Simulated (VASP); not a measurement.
# Ba2CuSO2 (P4/mmm) in VASP: notebook

Runs on Ba2CuSO2. Level: PBEsol+D3(BJ). Tasks: single point.

Everything below comes from runs of VASP 6.6.1. Logs are shortened: lines on timing, memory, paths and dates and some standing lists are left out, and cuts for length are marked.

**1. The cell of the first run**

It takes space group P4/mmm (No. 123, tetragonal). The conventional cell has a = 3.829 Å, b = 3.829 Å, c = 7.091 Å, α = 90.00°, β = 90.00°, γ = 90.00°. Within 3.5 Å of Ba (site symmetry 4mm) lie 4 O at 2.65 Å and 4 S at 3.21 Å and 4 Cu at 3.27 Å and 1 Ba at 3.44 Å. Cu (site symmetry 4/mmm) has 4 O at 1.91 Å within 2.5 Å. S (site symmetry 4/mmm) has 8 Ba at 3.21 Å and 2 Cu at 3.55 Å and 4 S at 3.83 Å and 8 O at 4.03 Å within 4.2 Å. Within 2.5 Å of O (site symmetry mmm) lie 2 Cu at 1.91 Å.

**2. Single point, PBEsol+D3(BJ)**

Input file INCAR:

```
PREC = Accurate ; ENCUT = 520
EDIFF = 1E-6 ; ISMEAR = -1
SIGMA = 0.1 ; LREAL = F
LASPH = T ; NELM = 60
ALGO = Normal ; ISIF = 2
LWAVE = F ; LCHARG = F
GGA = PS ; IVDW = 12
NBANDS = 34
```

Input file KPOINTS:

```
regular mesh
0
Gamma
  6 6 3
```

Input file POSCAR:

```
Ba2CuSO2
1.0
    3.8285112072      0.0000000000      0.0000000000
    0.0000000000      3.8285112072      0.0000000000
    0.0000000000      0.0000000000      7.0913847592
Ba Cu S O
2 1 1 2
Direct
    0.5000000000      0.5000000000      0.7574590000
    0.5000000000      0.5000000000      0.2425410000
    0.0000000000      0.0000000000      0.5000000000
    0.0000000000      0.0000000000      0.0000000000
    0.0000000000      0.5000000000      0.5000000000
    0.5000000000      0.0000000000      0.5000000000
```

Potentials or basis: VASP PAW PBE potentials, release 64 (Ba_sv, Cu, S, O).

Launch:

```sh
cat potpaw_PBE.64/Ba_sv/POTCAR potpaw_PBE.64/Cu/POTCAR potpaw_PBE.64/S/POTCAR potpaw_PBE.64/O/POTCAR > POTCAR
mpirun -np 1 vasp_std > vasp.out
```

OUTCAR:

```text
PREC = Accurate
   ENCUT = 520
   EDIFF = 1E-6
   ISMEAR = -1
   LREAL = F
   LASPH = T
   NELM = 60
   ISIF = 2
   GGA = PS
   IVDW = 12
 IVDW          = 12

 ion  position               nearest neighbor table
   1  0.500  0.500  0.757-   5 2.65   6 2.65   6 2.65   5 2.65   4 3.21   4 3.21   4 3.21   4 3.21
                             3 3.27   3 3.27   3 3.27   3 3.27   2 3.44   2 3.65
   2  0.500  0.500  0.243-   5 2.65   6 2.65   6 2.65   5 2.65   4 3.21   4 3.21   4 3.21   4 3.21
                             3 3.27   3 3.27   3 3.27   3 3.27   1 3.44   1 3.65
   3  0.000  0.000  0.500-   5 1.91   6 1.91   5 1.91   6 1.91   1 3.27   2 3.27   1 3.27   1 3.27
                             2 3.27   2 3.27   1 3.27   2 3.27
   4  0.000  0.000  0.000-   1 3.21   2 3.21   1 3.21   2 3.21   1 3.21   2 3.21   1 3.21   2 3.21

   5  0.000  0.500  0.500-   3 1.91   3 1.91   1 2.65   2 2.65   1 2.65   2 2.65
   6  0.500  0.000  0.500-   3 1.91   3 1.91   1 2.65   1 2.65   2 2.65   2 2.65

  LATTYP: Found a simple tetragonal cell.
 ALAT       =     3.8285112072
 C/A-ratio  =     1.8522564975

  Lattice vectors:

 A1 = (   3.8285112072,   0.0000000000,   0.0000000000)
 A2 = (   0.0000000000,   3.8285112072,   0.0000000000)
 A3 = (   0.0000000000,   0.0000000000,   7.0913847592)

Analysis of symmetry for initial positions (statically):
=====================================================================
 Subroutine PRICEL returns:
 Original cell was already a primitive cell.

 Routine SETGRP: Setting up the symmetry group for a
 simple tetragonal supercell.

 Subroutine GETGRP returns: Found 16 space group operations
 (whereof 16 operations were pure point group operations)
 out of a pool of 16 trial point group operations.

The static configuration has the point symmetry D_4h.

Analysis of symmetry for dynamics (positions and initial velocities):
=====================================================================
 Subroutine PRICEL returns:
 Original cell was already a primitive cell.

 Routine SETGRP: Setting up the symmetry group for a
 simple tetragonal supercell.

 Subroutine GETGRP returns: Found 16 space group operations
 (whereof 16 operations were pure point group operations)
 out of a pool of 16 trial point group operations.

The dynamic configuration has the point symmetry D_4h.

 Subroutine INISYM returns: Found 16 space group operations
 (whereof 16 operations are pure point group operations),
 and found     1 'primitive' translations

----------------------------------------------------------------------------------------

                                     Primitive cell

  volume of cell :     103.9420

  direct lattice vectors                    reciprocal lattice vectors
     3.828511207  0.000000000  0.000000000     0.261198138  0.000000000  0.000000000
     0.000000000  3.828511207  0.000000000     0.000000000  0.261198138  0.000000000
     0.000000000  0.000000000  7.091384759     0.000000000  0.000000000  0.141016181

  length of vectors
     3.828511207  3.828511207  7.091384759     0.261198138  0.261198138  0.141016181

  position of ions in fractional coordinates (direct lattice)
     0.500000000  0.500000000  0.757459000
     0.500000000  0.500000000  0.242541000
     0.000000000  0.000000000  0.500000000
     0.000000000  0.000000000  0.000000000
     0.000000000  0.500000000  0.500000000
     0.500000000  0.000000000  0.500000000

  ion indices of the primitive-cell ions
   primitive index   ion index
                 1           1
                 2           2
                 3           3
                 4           4
                 5           5
                 6           6

----------------------------------------------------------------------------------------

 KPOINTS: regular mesh

Automatic generation of k-mesh.
 Grid dimensions read from file:
 generate k-points for:    6    6    3

 Generating k-lattice:

  Cartesian coordinates                     Fractional coordinates (reciprocal lattice)
     0.043533023  0.000000000  0.000000000     0.166666667  0.000000000  0.000000000
     0.000000000  0.043533023  0.000000000     0.000000000  0.166666667  0.000000000
     0.000000000  0.000000000  0.047005394     0.000000000  0.000000000  0.333333333

  Length of vectors
     0.043533023  0.043533023  0.047005394

  Shift w.r.t. Gamma in fractional coordinates (k-lattice)
     0.000000000  0.000000000  0.000000000

 Subroutine IBZKPT returns following result:
 ===========================================

 Found     20 irreducible k-points:

 Following reciprocal coordinates:
            Coordinates               Weight
  0.000000  0.000000  0.000000      1.000000
  0.166667  0.000000  0.000000      4.000000
  0.333333  0.000000  0.000000      4.000000
  0.500000  0.000000  0.000000      2.000000
  0.166667  0.166667  0.000000      4.000000
  0.333333  0.166667  0.000000      8.000000
[... 12 lines left out ...]
  0.500000  0.333333  0.333333      8.000000
  0.500000  0.500000  0.333333      2.000000
   k-points           NKPTS =     20   k-points in BZ     NKDIM =     20   number of bands    NBANDS=     34
   number of dos      NEDOS =    301   number of ions     NIONS =      6
   total plane-waves  NPLWV =  42336
   dimension x,y,z NGX =    28 NGY =   28 NGZ =   54
   dimension x,y,z NGXF=    56 NGYF=   56 NGZF=  108
   ions per type =               2   1   1   2
   NGX,Y,Z   is equivalent  to a cutoff of  12.16, 12.16, 12.66 a.u.
   NGXF,Y,Z  is equivalent  to a cutoff of  24.32, 24.32, 25.32 a.u.
 SYSTEM =  unknown system
   PREC   = accura    normal or accurate (medium, high low for compatibility)
   ISTART =      0    job   : 0-new  1-cont  2-samecut
   ICHARG =      2    charge: 1-file 2-atom 10-const
   ISPIN  =      1    spin polarized calculation?
   LNONCOLLINEAR =      F non collinear calculations
   LSORBIT =      F    spin-orbit coupling
   LASPH  =      T    aspherical Exc in radial PAW
   ENCUT  =  520.0 eV  38.22 Ry    6.18 a.u.   7.12  7.12 13.19*2*pi/ulx,y,z
   NELM   =     60;   NELMIN=  2; NELMDL= -5     # of ELM steps
   EDIFF  = 0.1E-05   stopping-criterion for ELM
   LREAL  =      F    real-space projection
   EDIFFG = 0.1E-04   stopping-criterion for IOM
   NSW    =      0    number of steps for IOM
   IBRION =     -1    ionic relax: 0-MD 1-quasi-New 2-CG
   NFREE  =      0    steps in history (QN), initial steepest desc. (CG)
   ISIF   =      2    stress and relaxation
   ISYM   =      2    0-nonsym 1-usesym 2-fastsym
   POTIM  = 0.5000    time-step for ionic-motion
   TEBEG  =    0.0;   TEEND  =   0.0 temperature during run
   PSTRESS=    0.0 pullay stress
   NELECT =      49.0000    total number of electrons
   NUPDOWN=      -1.0000    fix difference up-down
   EMIN   =  10.00;   EMAX   =-10.00  energy-range for DOS
   EFERMI =   0.00;   METHOD = LEGACY
   ISMEAR =    -1;   SIGMA  =   0.10  broadening in eV -4-tet -1-fermi 0-gaus
   EFERMI_NEDOS =   21; number of points for ismear=-14 and -15
   IALGO  =     38    algorithm
   IMIX   =      4    mixing-type and parameters
     AMIX     =   0.40;   BMIX     =  1.00
     AMIX_MAG =   1.60;   BMIX_MAG =  1.00
  volume/ion in A,a.u.               =      17.32       116.91
  Fermi-wavevector in a.u.,A,eV,Ry     =   1.274119  2.407735 22.087405  1.623378
  Thomas-Fermi vector in A             =   2.406904
   LORBIT       =      0    0 simple, 1 ext, 2 COOP (PROOUT), +10 PAW based schemes
   GGA     = PS    functional components
   LHFCALC =     F    Hartree Fock is set to
   AEXX    =    0.0000 exact exchange contribution
   IVDW    =    12    specifies the selected vdW correction
   LEPSILON=     F    determine dielectric tensor
   LRPA    =     F    only Hartree local field effects (RPA)
 non-spin polarized calculation
  energy-cutoff  :      520.00
  volume of cell :      103.94
 maximum number of plane-waves:      2810
   NGX = 15   NGY = 15   NGZ = 27

 number of electron      48.9999988 magnetization

 Free energy of the ion-electron system (eV)
  ---------------------------------------------------
  ext. energy  EPLUGINS =         0.00000000
  ---------------------------------------------------
  free energy    TOTEN  =       -33.95458788 eV

  energy without entropy =      -33.91439116  energy(sigma->0) =      -33.93448952

 E-fermi :   3.9981     XC(G=0): -10.8074

 val. band max:        3.6802188919   @ k =   0.0000   0.0000   0.0000
 cond. band min:       4.0514382426   @ k =   0.3333   0.1667   0.0000
 fundamental gap:      0.3712193507
 Fermi energy:         3.9980765597

 k-point     1 :       0.0000    0.0000    0.0000
  band No.  band energies     occupation
      1     -22.3555      2.00000
      2     -22.0603      2.00000
      3     -14.5825      2.00000
      4     -13.1598      2.00000
      5      -8.4369      2.00000
      6      -7.3304      2.00000
[... 26 lines left out ...]
     33      11.6719      0.00000
     34      11.6726      0.00000

 k-point     2 :       0.1667    0.0000    0.0000
  band No.  band energies     occupation
      1     -22.3207      2.00000
      2     -22.0355      2.00000
      3     -14.4935      2.00000
      4     -13.2568      2.00000
      5      -8.6059      2.00000
      6      -7.2898      2.00000
[... 26 lines left out ...]
     33      10.6129      0.00000
     34      11.8773      0.00000

 k-point     3 :       0.3333    0.0000    0.0000
  band No.  band energies     occupation
      1     -22.2494      2.00000
      2     -21.9851      2.00000
      3     -14.2730      2.00000
      4     -13.5062      2.00000
      5      -8.6851      2.00000
      6      -7.8925      2.00000
[... 26 lines left out ...]
     33      10.3822      0.00000
     34      11.5018      0.00000

 k-point     4 :       0.5000    0.0000    0.0000
  band No.  band energies     occupation
      1     -22.2129      2.00000
      2     -21.9595      2.00000
      3     -14.0979      2.00000
      4     -13.7007      2.00000
      5      -8.5686      2.00000
      6      -8.1591      2.00000
[... 26 lines left out ...]
     33      10.5439      0.00000
     34      10.9602      0.00000

 k-point     5 :       0.1667    0.1667    0.0000
  band No.  band energies     occupation
      1     -22.2868      2.00000
      2     -22.0109      2.00000
      3     -14.4080      2.00000
      4     -13.3342      2.00000
      5      -8.7036      2.00000
      6      -7.3636      2.00000
[... 473 lines left out ...]
 k-point    18 :       0.3333    0.3333    0.3333
  band No.  band energies     occupation
      1     -22.0953      2.00000
      2     -21.9724      2.00000
      3     -14.0073      2.00000
      4     -13.6496      2.00000
      5      -8.4059      2.00000
      6      -8.0300      2.00000
[... 26 lines left out ...]
     33      11.2607      0.00000
     34      11.6818      0.00000

 k-point    19 :       0.5000    0.3333    0.3333
  band No.  band energies     occupation
      1     -22.0644      2.00000
      2     -21.9442      2.00000
      3     -13.8733      2.00000
      4     -13.7583      2.00000
      5      -8.3883      2.00000
      6      -8.1110      2.00000
[... 26 lines left out ...]
     33      12.0971      0.00000
     34      12.3114      0.00000

 k-point    20 :       0.5000    0.5000    0.3333
  band No.  band energies     occupation
      1     -22.0344      2.00000
      2     -21.9164      2.00000
      3     -13.7946      2.00000
      4     -13.7946      2.00000
      5      -8.1464      2.00000
      6      -8.1464      2.00000
[... 26 lines left out ...]
     33      12.9543      0.00000
     34      13.5986      0.00000

------------------------ aborting loop because EDIFF is reached ----------------------------------------

 Edisp (eV)   -1.91664

 E8    (eV) :    -1.3580

  FORCE on cell =-STRESS in cart. coord.  units (eV):
  Direction    XX          YY          ZZ          XY          YZ          ZX
  --------------------------------------------------------------------------------------
  -------------------------------------------------------------------------------------
  Total       4.64851     4.64851     3.10760     0.00000    -0.00000     0.00000
  in kB      71.65283    71.65283    47.90107     0.00000    -0.00000     0.00000
  external pressure =       63.74 kB  Pullay stress =        0.00 kB

 VOLUME and BASIS-vectors are now :
 -----------------------------------------------------------------------------
  energy-cutoff  :      520.00
  volume of cell :      103.94
      direct lattice vectors                 reciprocal lattice vectors
     3.828511207  0.000000000  0.000000000     0.261198138  0.000000000  0.000000000
     0.000000000  3.828511207  0.000000000     0.000000000  0.261198138  0.000000000
     0.000000000  0.000000000  7.091384759     0.000000000  0.000000000  0.141016181

 POSITION                                       TOTAL-FORCE (eV/Angst)
 -----------------------------------------------------------------------------------
      1.91426      1.91426      5.37143         0.000000      0.000000      0.551342
      1.91426      1.91426      1.71995        -0.000000     -0.000000     -0.551342
      0.00000      0.00000      3.54569         0.000000      0.000000      0.000000
      0.00000      0.00000      0.00000         0.000000      0.000000      0.000000
      0.00000      1.91426      3.54569         0.000000      0.000000      0.000000
      1.91426      0.00000      3.54569         0.000000      0.000000      0.000000
 -----------------------------------------------------------------------------------
    total drift:                               -0.000000      0.000000      0.000000

  FREE ENERGIE OF THE ION-ELECTRON SYSTEM (eV)
  ---------------------------------------------------
  free  energy   TOTEN  =       -35.8712255941 eV

  energy  without entropy=      -35.8310288780  energy(sigma->0) =      -35.85112724
```

Wall time 1.9 min (1 thread of Intel Xeon Platinum 8259CL at 2.50GHz (Skylake/Cascade Lake), shared host); peak memory 0.24 GiB.

Results:

```
Free energy                : -35.8712 eV
Pressure                   : 6.4 GPa
Largest force              : 0.551 eV/Å
Band gap on the k mesh     : zero (an odd number of electrons rules out a gap without spin polarisation)
Dispersion energy per atom : -0.319 eV
```

Forces on the atoms (eV/Å):
```
Ba   0.000  0.000  0.551
Ba   0.000  0.000 -0.551
Cu   0.000  0.000  0.000
S    0.000  0.000  0.000
O    0.000  0.000  0.000
O    0.000  0.000  0.000
```

Stress tensor (GPa, compression positive):
```
7.17 0.00 0.00
0.00 7.17 0.00
0.00 0.00 4.79
```

Caveat: the cell stands under pressure; the PAW data sets were made with another functional, which shifts forces and pressure a little; spin-orbit coupling is left out, which moves the levels of the heavy elements; an odd number of electrons without spin polarisation forces a metal; a magnetic or distorted state may lie lower; semilocal functionals often make such compounds metallic where correlation or magnetic order opens a gap, which also shifts bond lengths. With open d or f shells a metallic result of PBEsol can be an artefact of self-interaction; +U or a hybrid may open a gap.

(Part 1 of 2 ends here.)
